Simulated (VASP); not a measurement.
# Te2Mo (P1) in VASP: a series of runs, part 2 of 2

VASP 6.6.1. Earlier steps stand in the parts before.

### 3 Single point, r2SCAN

POSCAR

```
Te2Mo
1.0
    1.7734078865      1.0238775207      7.1041366720
   -1.7734078865      1.0238775207      7.1041366720
    0.0000000000     -2.0477550413      7.1041366720
Mo Te
1 2
Direct
    0.0083343715     -0.0038224483     -0.0029184854
    0.4127637214      0.4183958154      0.4179115903
    0.2464765772      0.2519473998      0.2518876015
```

INCAR.step1

```
SYSTEM = Te2Mo
  ALGO = Normal
  EDIFF = 1E-4
  ENCUT = 520
  GGA = PE
  ISMEAR = -1
  LASPH = .TRUE.
  LCHARG = .FALSE.
  LREAL = .FALSE.
  LWAVE = .TRUE.
  NBANDS = 20
  NELM = 100
  PREC = Accurate
  SIGMA = 0.02
```

INCAR.step2

```
SYSTEM = Te2Mo
  ALGO = Normal
  EDIFF = 1E-6
  ENCUT = 520
  ISIF = 2
  ISMEAR = -1
  ISTART = 1
  LASPH = .TRUE.
  LCHARG = .TRUE.
  LELF = .TRUE.
  LMIXTAU = .TRUE.
  LREAL = .FALSE.
  LVHAR = .TRUE.
  LWAVE = .FALSE.
  METAGGA = R2SCAN
  NBANDS = 20
  NELM = 100
  PREC = Accurate
  SIGMA = 0.02
```

KPOINTS

```
k-points
0
G
  4 4 4
  0 0 0
```

Potentials or basis: VASP PAW PBE potentials, release 64 (Mo_sv, Te).

Started as:

```sh
> cat potpaw_PBE.64/Mo_sv/POTCAR potpaw_PBE.64/Te/POTCAR > POTCAR
> cp INCAR.step1 INCAR
> mpirun -np 1 vasp_std > vasp.out
> cp INCAR.step2 INCAR
> mpirun -np 1 vasp_std > vasp.out
```

OUTCAR:

```text
SYSTEM = Te2Mo
   EDIFF = 1E-6
   ENCUT = 520
   ISIF = 2
   ISMEAR = -1
   ISTART = 1
   LASPH = .TRUE.
   LREAL = .FALSE.
   METAGGA = R2SCAN
   NELM = 100
   PREC = Accurate

 ion  position               nearest neighbor table
   1  0.008  0.996  0.997-   2 2.68   2 2.69   3 2.70   3 2.70   2 2.73   3 2.74
   2  0.413  0.418  0.418-   1 2.68   1 2.69   1 2.73   3 3.54
   3  0.246  0.252  0.252-   1 2.70   1 2.70   1 2.74   2 3.54

  LATTYP: Found a trigonal (rhomboedric) cell.
 ALAT       =     7.3933793737
 COS(alpha) =     0.8849302198

  Lattice vectors:

 A1 = (   1.7734078865,   1.0238775207,   7.1041366720)
 A2 = (  -1.7734078865,   1.0238775207,   7.1041366720)
 A3 = (   0.0000000000,  -2.0477550413,   7.1041366720)

Analysis of symmetry for initial positions (statically):
=====================================================================
 Subroutine PRICEL returns:
 Original cell was already a primitive cell.

 Routine SETGRP: Setting up the symmetry group for a
 trigonal (rhombohedral) supercell.

 Subroutine GETGRP returns: Found  1 space group operations
 (whereof  1 operations were pure point group operations)
 out of a pool of 12 trial point group operations.

The static configuration has the point symmetry C_1 .

Analysis of symmetry for dynamics (positions and initial velocities):
=====================================================================
 Subroutine PRICEL returns:
 Original cell was already a primitive cell.

 Routine SETGRP: Setting up the symmetry group for a
 trigonal (rhombohedral) supercell.

 Subroutine GETGRP returns: Found  1 space group operations
 (whereof  1 operations were pure point group operations)
 out of a pool of 12 trial point group operations.

The dynamic configuration has the point symmetry C_1 .

[... 108 lines left out ...]
   POTIM  = 0.5000    time-step for ionic-motion
   TEBEG  =    0.0;   TEEND  =   0.0 temperature during run
   PSTRESS=    0.0 pullay stress
   NELECT =      26.0000    total number of electrons
   NUPDOWN=      -1.0000    fix difference up-down
   EMIN   =  10.00;   EMAX   =-10.00  energy-range for DOS
   EFERMI =   0.00;   METHOD = LEGACY
   ISMEAR =    -1;   SIGMA  =   0.02  broadening in eV -4-tet -1-fermi 0-gaus
   EFERMI_NEDOS =   21; number of points for ismear=-14 and -15
   IALGO  =     38    algorithm
   IMIX   =      4    mixing-type and parameters
     AMIX     =   0.40;   BMIX     =  1.00
     AMIX_MAG =   1.60;   BMIX_MAG =  1.00
  volume/ion in A,a.u.               =      25.80       174.10
  Fermi-wavevector in a.u.,A,eV,Ry     =   1.138045  2.150594 17.621546  1.295147
  Thomas-Fermi vector in A             =   2.274750
   LORBIT       =      0    0 simple, 1 ext, 2 COOP (PROOUT), +10 PAW based schemes
   METAGGA = R2SCAN    functional components
   LHFCALC =     F    Hartree Fock is set to
   AEXX    =    0.0000 exact exchange contribution
   IVDW    =     0    specifies the selected vdW correction
   LEPSILON=     F    determine dielectric tensor
   LRPA    =     F    only Hartree local field effects (RPA)
 non-spin polarized calculation
  energy-cutoff  :      520.00
  volume of cell :       77.40
 maximum number of plane-waves:      2120
 NGX is ok and might be reduce to    56
   NGX = 27   NGY = 27   NGZ = 27

 number of electron      26.0000001 magnetization

 Free energy of the ion-electron system (eV)
  ---------------------------------------------------
  ext. energy  EPLUGINS =         0.00000000
  ---------------------------------------------------
  free energy    TOTEN  =       -77.84543312 eV

  energy without entropy =      -77.84543312  energy(sigma->0) =      -77.84543312

 E-fermi :   8.2813     XC(G=0): -10.7996

 val. band max:        7.6712815173   @ k =   0.5000   0.5000   0.5000
 cond. band min:       8.7442827226   @ k =  -0.0000  -0.2500   0.2500
 fundamental gap:      1.0730012053
 Fermi energy:         8.2812516340

 k-point     1 :       0.0000    0.0000    0.0000
  band No.  band energies     occupation
      1     -55.1462      2.00000
      2     -28.5747      2.00000
      3     -28.4937      2.00000
      4     -28.4819      2.00000
      5      -5.8738      2.00000
      6      -4.4559      2.00000
[... 541 lines left out ...]
     19      15.0514      0.00000
     20      15.5253      0.00000

 [... further k-points ...]
[... 5 lines left out ...]
  --------------------------------------------------------------------------------------
  -------------------------------------------------------------------------------------
  Total        0.7628350      0.9903661      1.6370301     -0.2269562      0.0010421      0.0234828
  in kB       15.7914495     20.5015706     33.8881646     -4.6982210      0.0215725      0.4861165
  external PRESSURE =      23.3937282 kB  Pullay stress =       0.0000000 kB

 VOLUME and BASIS-vectors are now :
 -----------------------------------------------------------------------------
  energy-cutoff  :      520.00
  volume of cell :       77.40
      direct lattice vectors                 reciprocal lattice vectors
     1.773407887  1.023877521  7.104136672     0.281943034  0.162779887  0.046921019
    -1.773407887  1.023877521  7.104136672    -0.281943034  0.162779887  0.046921019
     0.000000000 -2.047755041  7.104136672     0.000000000 -0.325559773  0.046921019

 POSITION                                       TOTAL-FORCE (eV/Angst)
 -----------------------------------------------------------------------------------
     -1.75185     -1.01328     14.21959        -0.473017     -0.235401     -0.331086
     -0.00999     -0.00478      8.87357         0.244715      0.118608      0.491575
     -0.00970     -0.00548      5.33032         0.228302      0.116793     -0.160490
 -----------------------------------------------------------------------------------
    total drift:                               -0.000019     -0.000007      0.000306

  FREE ENERGIE OF THE ION-ELECTRON SYSTEM (eV)
  ---------------------------------------------------
  free  energy   TOTEN  =       -77.8454331238 eV

  energy  without entropy=      -77.8454331238  energy(sigma->0) =      -77.84543312
```

OUTCAR.step1:

```text
SYSTEM = Te2Mo
   EDIFF = 1E-4
   ENCUT = 520
   GGA = PE
   ISMEAR = -1
   LASPH = .TRUE.
[... 777 lines left out ...]
     -1.75185     -1.01328     14.21959        -0.460615     -0.229034     -0.325137
     -0.00999     -0.00478      8.87357         0.238681      0.115588      0.693359
     -0.00970     -0.00548      5.33032         0.221934      0.113445     -0.368222
 -----------------------------------------------------------------------------------
    total drift:                               -0.000100     -0.000030      0.000322

  FREE ENERGIE OF THE ION-ELECTRON SYSTEM (eV)
  ---------------------------------------------------
  free  energy   TOTEN  =       -18.0344125419 eV

  energy  without entropy=      -18.0344125419  energy(sigma->0) =      -18.03441254
```

OSZICAR.step1:

```text
N       E                     dE             d eps       ncg     rms          rms(c)
DAV:   1     0.165026043926E+03    0.16503E+03   -0.12228E+04  1528   0.116E+03
DAV:   2    -0.117565184002E+02   -0.17678E+03   -0.17199E+03  1744   0.283E+02
DAV:   3    -0.185453501252E+02   -0.67888E+01   -0.67032E+01  1760   0.495E+01
DAV:   4    -0.186502620139E+02   -0.10491E+00   -0.10486E+00  1848   0.633E+00
DAV:   5    -0.186515255115E+02   -0.12635E-02   -0.12635E-02  1704   0.660E-01    0.154E+01
DAV:   6    -0.182608500805E+02    0.39068E+00   -0.38237E+00  1484   0.114E+01    0.642E+00
DAV:   7    -0.181385529454E+02    0.12230E+00   -0.22570E+00  1488   0.752E+00    0.398E+00
DAV:   8    -0.180339972134E+02    0.10456E+00   -0.44621E-01  1528   0.381E+00    0.121E+00
DAV:   9    -0.180351478321E+02   -0.11506E-02   -0.31264E-02  1668   0.982E-01    0.497E-01
DAV:  10    -0.180343424510E+02    0.80538E-03   -0.59295E-03  1508   0.519E-01    0.155E-01
DAV:  11    -0.180344125419E+02   -0.70091E-04   -0.27274E-04  1664   0.102E-01
   1 F= -.18034413E+02 E0= -.18034413E+02  d E =-.277037E-11
```

Wall time 6 min (1 thread of Intel Xeon 6975P-C (Granite Rapids), shared host); peak memory 0.47 GiB.

Results:

* Free energy: -77.8454 eV
* Pressure: 2.3 GPa
* Largest force: 0.624 eV/Å
* Band gap on the k mesh: 1.07 eV, indirect (least direct gap 1.61 eV)

Forces in eV/Å, atoms in the order of the input:
```
Mo  -0.473 -0.235 -0.331
Te   0.245  0.119  0.492
Te   0.228  0.117 -0.160
```

Caveat: the k points lie up to 0.52 Å⁻¹ apart; the PAW data sets were made with another functional, which shifts forces and pressure a little; spin-orbit coupling is left out, which moves the levels of the heavy elements.

### 4 Single point, r2SCAN

POSCAR

```
Te2Mo
1.0
    1.7734078865      1.0238775207      7.1041366720
   -1.7734078865      1.0238775207      7.1041366720
    0.0000000000     -2.0477550413      7.1041366720
Mo Te
1 2
Direct
    0.0093253483     -0.0034607683     -0.0041437517
    0.4093923095      0.4197796548      0.4185132097
    0.2461142741      0.2528087295      0.2520614222
```

INCAR.step1

```
SYSTEM = Te2Mo
PREC = Accurate
ENCUT = 520
ISMEAR = -1
SIGMA = 0.02
LREAL = .FALSE.
LASPH = .TRUE.
NELM = 60
NBANDS = 20
GGA = PE
ALGO = Normal
EDIFF = 1E-4
LWAVE = .TRUE.
LCHARG = .FALSE.
```

INCAR.step2

```
SYSTEM = Te2Mo
PREC = Accurate
ENCUT = 520
EDIFF = 1E-7
ISMEAR = -1
SIGMA = 0.02
LREAL = .FALSE.
LASPH = .TRUE.
NELM = 60
ALGO = Normal
ISIF = 2
LWAVE = .FALSE.
LCHARG = .FALSE.
METAGGA = R2SCAN
LMIXTAU = .TRUE.
NBANDS = 20
ISTART = 1
```

KPOINTS

```
Automatic mesh
0
G
  4 4 4
  0 0 0
```

Started as:

```sh
> cat potpaw_PBE.64/Mo_sv/POTCAR potpaw_PBE.64/Te/POTCAR > POTCAR
> cp INCAR.step1 INCAR
> mpirun -np 1 vasp_std > vasp.out
> cp INCAR.step2 INCAR
> mpirun -np 1 vasp_std > vasp.out
```

It took 6.2 min on 1 thread of Intel Xeon 6975P-C (Granite Rapids), shared host; peak memory 0.49 GiB.

It converged, with:

- Free energy: -77.8334 eV
- Pressure: 2.8 GPa
- Largest force: 0.784 eV/Å
- Band gap on the k mesh: 1.07 eV, indirect (least direct gap 1.63 eV)

Forces in eV/Å, atoms in the order of the input:
```
Mo  -0.578 -0.323 -0.420
Te   0.322  0.176  0.660
Te   0.256  0.147 -0.240
```

Stress tensor (GPa, compression positive):
```
 1.79 -0.59  0.21
-0.59  2.45  0.09
 0.21  0.09  4.21
```

Levels at points of the mesh, in eV from the valence-band top:
```tsv
k point	band 9	band 10	band 11	band 12	band 13	band 14	band 15	band 16	band 17	band 18
(0.00, 0.00, 0.00)	-2.13	-1.44	-1.18	-0.98	-0.53	2.77	3.08	3.35	3.50	6.13
(0.50, 0.00, 0.00)	-4.06	-2.90	-1.59	-1.05	-0.67	1.29	1.58	3.29	3.52	4.26
(0.00, 0.50, 0.00)	-3.99	-2.81	-1.70	-1.15	-0.60	1.25	1.56	3.31	3.51	4.44
(0.00, 0.00, 0.50)	-3.99	-2.81	-1.70	-1.15	-0.60	1.25	1.56	3.31	3.51	4.44
(0.50, 0.50, 0.00)	-3.63	-2.74	-2.25	-1.02	-0.76	1.21	1.69	3.11	3.97	4.69
(0.50, 0.00, 0.50)	-3.63	-2.74	-2.25	-1.02	-0.76	1.20	1.69	3.12	3.97	4.69
(0.00, 0.50, 0.50)	-3.69	-2.83	-2.17	-0.88	-0.86	1.24	1.72	2.97	4.02	4.61
(0.50, 0.50, 0.50)	-2.20	-2.15	-1.42	-1.16	0.00	2.90	3.14	3.28	3.34	6.47
```

Caveat: the k points lie up to 0.52 Å⁻¹ apart; the PAW data sets were made with another functional, which shifts forces and pressure a little; spin-orbit coupling is left out, which moves the levels of the heavy elements. A k mesh can miss the band edges.
